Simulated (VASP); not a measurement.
**C (a cell with a defect): single point with PBE**

Crystal: C (a cell with a defect).

```xyz
33
Lattice="-3.5716 3.5716 3.5716 3.5716 -3.5716 3.5716 3.5716 3.5716 -3.5716" Properties=species:S:1:pos:R:3 pbc="T T T"
C    -0.0961   -0.1873    0.0260
C     3.5814    1.7587   -1.7629
C     3.5953    0.0257    0.0525
C     3.6471   -1.8102    1.8287
C     1.8091    3.5982   -1.8016
C     1.9547    2.0050   -0.0188
C     1.8918   -0.1929    1.8077
C     1.8127   -1.7816    3.6269
C     0.0059    3.6210    0.0002
C    -0.0330    1.9982    1.7866
C     0.0853    0.0575    3.5741
C     3.5979    1.7979    1.7775
C    -1.8058    3.6212    1.8294
C    -1.7359    1.7671    3.5728
C     1.8241    3.6198    1.8157
C     1.7457    1.7569    3.5668
C     2.6119    2.5876   -2.6776
C     2.6988    0.9213   -0.8462
C     2.7713   -0.9711    0.9257
C     2.7175   -2.6818    2.7408
C     0.9427    2.7515   -0.9040
C     0.8713    0.2700    0.9461
C     0.9377   -0.9393    2.7269
C     4.4903    0.9120    0.9162
C    -0.9281    2.7820    0.9264
C    -0.8304    0.9219    2.6509
C     2.7917    2.7962    0.8959
C     2.6694    0.8923    2.6518
C    -2.6721    2.6437    2.6854
C     0.9202    4.4784    0.9025
C     0.8893    2.7476    2.7192
C     0.9198    0.9056    4.4880
C     0.9733    1.5401    0.8621
```

| Item | Value |
| --- | --- |
| Program | VASP 6.6.1 |
| Task | single point |
| Functional | PBE |
| Potentials or basis | VASP PAW PBE potentials, release 64 (C) |
| Cutoff | 520 eV |
| k mesh | 1 × 1 × 1, shifted |
| Occupations | fermi-dirac, width 0.01 eV |
| Spin | no spin polarisation |

```
Pressure               : 26.1 GPa
Largest force          : 1.792 eV/Å
Band gap on the k mesh : 0.71 eV
```

Forces on the atoms (eV/Å):
```
C    0.173 -0.041  0.092
C   -0.064 -0.018  0.109
C    0.028 -0.093 -0.075
C    0.132 -0.030  0.020
C    0.041 -0.068 -0.027
C   -0.442  0.031  0.621
C    0.286 -0.198 -0.114
C   -0.043  0.025 -0.055
C   -0.047  0.079 -0.063
C   -0.513  0.237 -0.463
C    0.017 -0.037 -0.165
C   -0.023 -0.053 -0.077
C   -0.146  0.086  0.023
C    0.079 -0.073 -0.080
C    0.264  0.141  0.065
C    0.123 -0.034 -0.019
C    0.058 -0.055  0.095
C   -0.171 -0.038  0.219
C    0.235 -0.202 -0.084
C    0.196  0.087  0.094
C   -0.008  0.014  0.077
C    0.902 -0.528 -0.262
C    0.003 -0.048 -0.090
C    0.005 -0.072 -0.067
C   -0.315  0.249 -0.143
C    0.084 -0.015 -0.237
C   -0.011  0.016  0.052
C    0.079 -0.039 -0.051
C    0.006 -0.073 -0.055
C    0.031  0.001  0.042
C    0.507  0.035 -0.120
C   -0.005  0.014 -0.025
C   -1.463  0.699  0.765
```

Stress tensor (GPa, compression positive):
```
26.13  1.64 -0.06
 1.64 49.32 -1.66
-0.06 -1.66  2.72
```

Levels at points of the mesh, in eV from the valence-band top:
```tsv
k point	band 62	band 63	band 64	band 65	band 66	band 67	band 68	band 69	band 70	band 71
(0.25, 0.25, 0.25)	-3.46	-3.41	-3.24	-3.22	0.00	0.71	3.68	3.84	3.91	4.01
```

It took 28 s on 1 thread of Intel(R) Xeon(R) 6975P-C (Granite Rapids) (shared host), peak memory 0.29 GiB.

Caveat: the k points lie up to 1.24 Å⁻¹ apart.
